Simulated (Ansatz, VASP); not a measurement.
**WI6 in VASP and in Ansatz**

```
W I
1.0
     0.00000    5.84172    5.84172
     5.84172    0.00000    5.84172
     5.84172    5.84172    0.00000
W I
1 6
Cartesian
  0.0000 0.0000 0.0000
  2.7111 5.8417 5.8417
  8.9724 5.8417 5.8417
  5.8417 2.7111 5.8417
  5.8417 8.9724 5.8417
  5.8417 5.8417 2.7111
  5.8417 5.8417 8.9724
```

Alike in both runs: functional PBE; k mesh 6 × 6 × 6; occupations gaussian, width 0.01 eV; no spin polarisation.

Ansatz relaxed the structure, and its values are those at the end. VASP's run is a single point on that final structure, the one shown.

|  | VASP | Ansatz |
| --- | --- | --- |
| version | VASP 6.6.1 | Ansatz 0.2.0 |
| potentials or method | VASP PAW PBE potentials, release 64 (W_sv, I), cutoff 520 eV | scalar-relativistic, plane waves, PAW |
| valence electrons in the cell | 56 | 116 |

```csv
,VASP,Ansatz,Ansatz less VASP
gap on the k mesh at the Fermi level (eV),0.24,0.23,-0.003
least direct gap on the mesh (eV),0.24,0.24,-0.003
pressure (GPa),-0.1,0.0,+0.01
```

VASP's potentials hold 56 valence electrons a cell and Ansatz's 116, so a difference there can come from the potentials and not from the codes. Ansatz's warnings: stress scf threshold loose, xc potential rough in thin density.

Neither program's run includes spin-orbit coupling.
